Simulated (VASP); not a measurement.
# ZrB (Fm-3m) in VASP: a series of runs

The runs below take ZrB through single point, with LDA+U.

Program: VASP 6.6.1. These are calculated values, not measurements. Logs are shortened: lines on timing, memory, paths and dates and some standing lists are left out, and cuts for length are marked.

### 1 The cell of the first run

Symmetry: Fm-3m, No. 225, cubic system. Conventional cell: a = 4.884 Å, b = 4.884 Å, c = 4.884 Å, α = 90.00°, β = 90.00°, γ = 90.00°. Within 3.2 Å of Zr (site symmetry m-3m) lie 6 B at 2.44 Å. B (site symmetry m-3m) has 6 Zr at 2.44 Å within 3.2 Å.

### 2 Single point, LDA+U

INCAR reads:

```
  PREC = Accurate
  ENCUT = 520
  EDIFF = 1E-6
  ISMEAR = -1
  SIGMA = 0.05
  LREAL = F
  LASPH = T
  NELM = 150
  ALGO = Normal
  ISIF = 2
  LWAVE = F
  LCHARG = F
  LMAXMIX = 4
  LDAU = T
  LDAUTYPE = 2
  LDAUL = 2 -1
  LDAUU = 4 0
  LDAUJ = 0 0
  LDAUPRINT = 1
  NBANDS = 14
```

KPOINTS reads:

```
Automatic mesh
0
Gamma
  10 10 10
```

POSCAR reads:

```
ZrB
1.0
    0.0000000000      2.4419459094      2.4419459094
    2.4419459094      0.0000000000      2.4419459094
    2.4419459094      2.4419459094      0.0000000000
Zr B
1 1
Direct
    0.0000000000      0.0000000000      0.0000000000
    0.5000000000      0.5000000000      0.5000000000
```

Potentials or basis: VASP PAW LDA potentials, release 64 (Zr_sv, B).

On the command line:

```sh
> cat potpaw_LDA.64/Zr_sv/POTCAR potpaw_LDA.64/B/POTCAR > POTCAR
> mpirun -np 1 vasp_std > vasp.out
```

OUTCAR:

```text
PREC = Accurate
   ENCUT = 520
   EDIFF = 1E-6
   ISMEAR = -1
   LREAL = F
   LASPH = T
   NELM = 150
   ISIF = 2

 ion  position               nearest neighbor table
   1  0.000  0.000  0.000-   2 2.44   2 2.44   2 2.44   2 2.44   2 2.44   2 2.44
   2  0.500  0.500  0.500-   1 2.44   1 2.44   1 2.44   1 2.44   1 2.44   1 2.44

  LATTYP: Found a face centered cubic cell.
 ALAT       =     4.8838918188

  Lattice vectors:

 A1 = (   0.0000000000,   2.4419459094,   2.4419459094)
 A2 = (   2.4419459094,   0.0000000000,   2.4419459094)
 A3 = (   2.4419459094,   2.4419459094,   0.0000000000)

Analysis of symmetry for initial positions (statically):
=====================================================================
 Subroutine PRICEL returns:
 Original cell was already a primitive cell.

 Routine SETGRP: Setting up the symmetry group for a
 face centered cubic supercell.

 Subroutine GETGRP returns: Found 48 space group operations
 (whereof 48 operations were pure point group operations)
 out of a pool of 48 trial point group operations.

The static configuration has the point symmetry O_h .

Analysis of symmetry for dynamics (positions and initial velocities):
=====================================================================
 Subroutine PRICEL returns:
 Original cell was already a primitive cell.

 Routine SETGRP: Setting up the symmetry group for a
 face centered cubic supercell.

 Subroutine GETGRP returns: Found 48 space group operations
 (whereof 48 operations were pure point group operations)
 out of a pool of 48 trial point group operations.

The dynamic configuration has the point symmetry O_h .

 Subroutine INISYM returns: Found 48 space group operations
 (whereof 48 operations are pure point group operations),
 and found     1 'primitive' translations

----------------------------------------------------------------------------------------

                                     Primitive cell

  volume of cell :      29.1231

  direct lattice vectors                    reciprocal lattice vectors
     0.000000000  2.441945909  2.441945909    -0.204754740  0.204754740  0.204754740
     2.441945909  0.000000000  2.441945909     0.204754740 -0.204754740  0.204754740
     2.441945909  2.441945909  0.000000000     0.204754740  0.204754740 -0.204754740

  length of vectors
     3.453433024  3.453433024  3.453433024     0.354645613  0.354645613  0.354645613

  position of ions in fractional coordinates (direct lattice)
     0.000000000  0.000000000  0.000000000
     0.500000000  0.500000000  0.500000000

  ion indices of the primitive-cell ions
   primitive index   ion index
                 1           1
                 2           2

----------------------------------------------------------------------------------------

 KPOINTS: Automatic mesh

Automatic generation of k-mesh.
 Grid dimensions read from file:
 generate k-points for:   10   10   10

 Generating k-lattice:

  Cartesian coordinates                     Fractional coordinates (reciprocal lattice)
    -0.020475474  0.020475474  0.020475474     0.100000000  0.000000000  0.000000000
     0.020475474 -0.020475474  0.020475474     0.000000000  0.100000000  0.000000000
     0.020475474  0.020475474 -0.020475474     0.000000000  0.000000000  0.100000000

  Length of vectors
     0.035464561  0.035464561  0.035464561

  Shift w.r.t. Gamma in fractional coordinates (k-lattice)
     0.000000000  0.000000000  0.000000000

 Subroutine IBZKPT returns following result:
 ===========================================

 Found     47 irreducible k-points:

[... 37 lines left out ...]
   ISTART =      0    job   : 0-new  1-cont  2-samecut
   ICHARG =      2    charge: 1-file 2-atom 10-const
   ISPIN  =      1    spin polarized calculation?
   LNONCOLLINEAR =      F non collinear calculations
   LSORBIT =      F    spin-orbit coupling
   LASPH  =      T    aspherical Exc in radial PAW
   ENCUT  =  520.0 eV  38.22 Ry    6.18 a.u.   6.42  6.42  6.42*2*pi/ulx,y,z
   NELM   =    150;   NELMIN=  2; NELMDL= -5     # of ELM steps
   EDIFF  = 0.1E-05   stopping-criterion for ELM
   LREAL  =      F    real-space projection
   EDIFFG = 0.1E-04   stopping-criterion for IOM
   NSW    =      0    number of steps for IOM
   IBRION =     -1    ionic relax: 0-MD 1-quasi-New 2-CG
   NFREE  =      0    steps in history (QN), initial steepest desc. (CG)
   ISIF   =      2    stress and relaxation
   ISYM   =      2    0-nonsym 1-usesym 2-fastsym
   POTIM  = 0.5000    time-step for ionic-motion
   TEBEG  =    0.0;   TEEND  =   0.0 temperature during run
   PSTRESS=    0.0 pullay stress
   NELECT =      15.0000    total number of electrons
   NUPDOWN=      -1.0000    fix difference up-down
   EMIN   =  10.00;   EMAX   =-10.00  energy-range for DOS
   EFERMI =   0.00;   METHOD = LEGACY
   ISMEAR =    -1;   SIGMA  =   0.05  broadening in eV -4-tet -1-fermi 0-gaus
   EFERMI_NEDOS =   21; number of points for ismear=-14 and -15
   IALGO  =     38    algorithm
   IMIX   =      4    mixing-type and parameters
     AMIX     =   0.40;   BMIX     =  1.00
     AMIX_MAG =   1.60;   BMIX_MAG =  1.00
  volume/ion in A,a.u.               =      14.56        98.27
  Fermi-wavevector in a.u.,A,eV,Ry     =   1.312278  2.479846 23.430236  1.722074
  Thomas-Fermi vector in A             =   2.442681
   LORBIT       =      0    0 simple, 1 ext, 2 COOP (PROOUT), +10 PAW based schemes
 LDA+U is selected, type is set to LDAUTYPE =  2
   angular momentum for each species LDAUL =     2   -1
   U (eV)           for each species LDAUU =   4.0  0.0
   J (eV)           for each species LDAUJ =   0.0  0.0
   GGA     = CA    functional components
   LHFCALC =     F    Hartree Fock is set to
   AEXX    =    0.0000 exact exchange contribution
   IVDW    =     0    specifies the selected vdW correction
   LEPSILON=     F    determine dielectric tensor
   LRPA    =     F    only Hartree local field effects (RPA)
 non-spin polarized calculation
  energy-cutoff  :      520.00
  volume of cell :       29.12
 maximum number of plane-waves:       801
 NGX is ok and might be reduce to    28
   NGX = 13   NGY = 13   NGZ = 13

atom =   1  type =  1  l = 2

 onsite density matrix

spin component  1

  0.1042  0.0000  0.0000 -0.0000  0.0000
  0.0000  0.1042  0.0000  0.0000 -0.0000
  0.0000  0.0000  0.2222  0.0000  0.0000
 -0.0000  0.0000  0.0000  0.1042 -0.0000
  0.0000 -0.0000  0.0000 -0.0000  0.2222

spin component  2

  0.1042  0.0000  0.0000 -0.0000  0.0000
  0.0000  0.1042  0.0000  0.0000 -0.0000
  0.0000  0.0000  0.2222  0.0000  0.0000
 -0.0000  0.0000  0.0000  0.1042 -0.0000
  0.0000 -0.0000  0.0000 -0.0000  0.2222

 occupancies and eigenvectors

  o =  0.1042  v =  0.0000  0.0532 -0.0000 -0.9986 -0.0000  0.0000  0.0000  0.0000  0.0000  0.0000      0.0000  0.0000  0.0000  0.0000  0.0000  0.0000  0.0000  0.0000  0.0000  0.0000
  o =  0.1042  v =  0.0000  0.0000  0.0000  0.0000  0.0000  0.0000  0.0532 -0.0000 -0.9986 -0.0000      0.0000  0.0000  0.0000  0.0000  0.0000  0.0000  0.0000  0.0000  0.0000  0.0000
  o =  0.1042  v =  0.0000  0.0000  0.0000  0.0000  0.0000  1.0000  0.0000  0.0000  0.0000  0.0000      0.0000  0.0000  0.0000  0.0000  0.0000  0.0000  0.0000  0.0000  0.0000  0.0000
  o =  0.1042  v =  1.0000  0.0000  0.0000  0.0000  0.0000  0.0000  0.0000  0.0000  0.0000  0.0000      0.0000  0.0000  0.0000  0.0000  0.0000  0.0000  0.0000  0.0000  0.0000  0.0000
  o =  0.1042  v =  0.0000 -0.9986  0.0000 -0.0532 -0.0000  0.0000  0.0000  0.0000  0.0000  0.0000      0.0000  0.0000  0.0000  0.0000  0.0000  0.0000  0.0000  0.0000  0.0000  0.0000
  o =  0.1042  v =  0.0000  0.0000  0.0000  0.0000  0.0000  0.0000 -0.9986  0.0000 -0.0532 -0.0000      0.0000  0.0000  0.0000  0.0000  0.0000  0.0000  0.0000  0.0000  0.0000  0.0000
  o =  0.2222  v =  0.0000  0.0000  0.1068 -0.0000 -0.9943  0.0000  0.0000  0.0000  0.0000  0.0000      0.0000  0.0000  0.0000  0.0000  0.0000  0.0000  0.0000  0.0000  0.0000  0.0000
  o =  0.2222  v =  0.0000  0.0000  0.0000  0.0000  0.0000  0.0000  0.0000  0.1068 -0.0000 -0.9943      0.0000  0.0000  0.0000  0.0000  0.0000  0.0000  0.0000  0.0000  0.0000  0.0000
  o =  0.2222  v =  0.0000  0.0000  0.0000  0.0000  0.0000  0.0000  0.0000  0.9943 -0.0000  0.1068      0.0000  0.0000  0.0000  0.0000  0.0000  0.0000  0.0000  0.0000  0.0000  0.0000
  o =  0.2222  v =  0.0000  0.0000  0.9943 -0.0000  0.1068  0.0000  0.0000  0.0000  0.0000  0.0000      0.0000  0.0000  0.0000  0.0000  0.0000  0.0000  0.0000  0.0000  0.0000  0.0000

 number of electron      15.0000000 magnetization

 Free energy of the ion-electron system (eV)
  ---------------------------------------------------
  ext. energy  EPLUGINS =         0.00000000
  ---------------------------------------------------
  free energy    TOTEN  =       -14.86369845 eV

  energy without entropy =      -14.85190822  energy(sigma->0) =      -14.85780333

 E-fermi :   7.9183     XC(G=0): -11.7200

 val. band max:        7.9031375425   @ k =  -0.4000   0.4000   0.1000
 cond. band min:       7.9404546115   @ k =   0.3000   0.2000   0.0000
 fundamental gap:      0.0373170689
 Fermi energy:         7.9183268978

 k-point     1 :       0.0000    0.0000    0.0000
  band No.  band energies     occupation
      1     -40.1553      2.00000
      2     -18.0920      2.00000
      3     -18.0920      2.00000
      4     -18.0920      2.00000
      5      -0.3930      2.00000
      6      10.0181      0.00000
      7      10.0181      0.00000
      8      10.0181      0.00000
      9      11.1661      0.00000
     10      11.1661      0.00000
     11      11.1661      0.00000
     12      11.2644      0.00000
     13      11.2644      0.00000
     14      18.1953      0.00000
[... 377 lines left out ...]
      1     -40.0900      2.00000
      2     -18.4990      2.00000
      3     -18.2576      2.00000
      4     -18.2406      2.00000
      5       1.8747      2.00000
      6       6.0207      2.00000
      7       7.4753      1.99972
      8       8.9688      0.00000
      9       9.7129      0.00000
     10      12.9130      0.00000
     11      14.4348      0.00000
     12      14.5980      0.00000
     13      17.7596      0.00000
     14      19.3575      0.00000

 [... further k-points ...]
[... 5 lines left out ...]
  --------------------------------------------------------------------------------------
  -------------------------------------------------------------------------------------
  Total        0.6879532      0.6879532      0.6879532      0.0000000      0.0000000     -0.0000000
  in kB       37.8469918     37.8469918     37.8469918      0.0000000      0.0000000     -0.0000000
  external PRESSURE =      37.8469918 kB  Pullay stress =       0.0000000 kB

 VOLUME and BASIS-vectors are now :
 -----------------------------------------------------------------------------
  energy-cutoff  :      520.00
  volume of cell :       29.12
      direct lattice vectors                 reciprocal lattice vectors
     0.000000000  2.441945909  2.441945909    -0.204754740  0.204754740  0.204754740
     2.441945909  0.000000000  2.441945909     0.204754740 -0.204754740  0.204754740
     2.441945909  2.441945909  0.000000000     0.204754740  0.204754740 -0.204754740

 POSITION                                       TOTAL-FORCE (eV/Angst)
 -----------------------------------------------------------------------------------
      0.00000      0.00000      0.00000        -0.000000     -0.000000     -0.000000
      2.44195      2.44195      2.44195         0.000000      0.000000      0.000000
 -----------------------------------------------------------------------------------
    total drift:                               -0.000000      0.000000      0.000000

  FREE ENERGIE OF THE ION-ELECTRON SYSTEM (eV)
  ---------------------------------------------------
  free  energy   TOTEN  =       -14.8636984530 eV

  energy  without entropy=      -14.8519082156  energy(sigma->0) =      -14.85780333
```

It took 8.2 s on 1 thread of Intel Xeon 6975P-C (Granite Rapids), shared host; peak memory 0.14 GiB.

Results:

* Free energy: -14.8637 eV
* Pressure: 3.8 GPa

Eigenvalues of the final occupation matrices:
```
    site  spin  trace               eigenvalues
site 1 d     1   0.76  0.10 0.10 0.10 0.22 0.22
site 1 d     2   0.76  0.10 0.10 0.10 0.22 0.22
```

Caveat: U without spin polarisation on a metal has little footing; the U is typed as a test and isn't derived for this compound.

### 3 Single point, LDA+U

This run uses another cell than the first one, of 14.73 Å³/atom, 1.011 times its volume.

INCAR reads:

```
PREC = Accurate
ENCUT = 520
EDIFF = 1E-6
ISMEAR = -1
SIGMA = 0.05
LREAL = F
LASPH = T
NELM = 150
ALGO = Normal
ISIF = 2
LWAVE = F
LCHARG = F
LMAXMIX = 4
LDAU = T
LDAUTYPE = 2
LDAUL = 2 -1
LDAUU = 5 0
LDAUJ = 0 0
LDAUPRINT = 1
GGA = CA
NBANDS = 14
```

KPOINTS reads:

```
regular mesh
0
Gamma
  10 10 10
```

POSCAR reads:

```
ZrB
1.0
    0.0000000000      2.4512332891      2.4512332891
    2.4512332891      0.0000000000      2.4512332891
    2.4512332891      2.4512332891      0.0000000000
Zr B
1 1
Direct
    0.0000000000      0.0000000000      0.0000000000
    0.5000000000      0.5000000000      0.5000000000
```

Potentials or basis: VASP PAW LDA potentials, release 64 (Zr_sv, B).

On the command line:

```sh
> cat potpaw_LDA.64/Zr_sv/POTCAR potpaw_LDA.64/B/POTCAR > POTCAR
> mpirun -np 1 vasp_std > vasp.out
```

Run time: 8.7 s. Hardware: 1 thread of Intel Xeon 6975P-C (Granite Rapids), shared host; peak memory 0.15 GiB.

It converged, with:

```
Free energy : -14.2574 eV
Pressure    : 4.0 GPa
```

Levels at points of the mesh, in eV from the Fermi level:
```csv
k point,band 5,band 6,band 7,band 8,band 9,band 10,band 11,band 12
"(0.00, 0.00, 0.00)",-8.37,2.19,2.19,2.19,3.17,3.17,3.17,3.36
"(0.50, 0.00, 0.00)",-4.38,-4.03,-1.09,-1.09,5.45,5.45,6.44,7.03
"(0.50, 0.50, 0.00)",-6.10,-1.21,-0.52,1.72,1.72,4.84,6.49,6.49
```

Eigenvalues of the final occupation matrices:
```csv
site,spin,trace,eigenvalues
site 1 d,1,0.73,0.10 0.10 0.10 0.22 0.22
site 1 d,2,0.73,0.10 0.10 0.10 0.22 0.22
```

Caveat: U without spin polarisation on a metal has little footing; the U is typed as a test and isn't derived for this compound.

(Continued in part 2 of 2.)
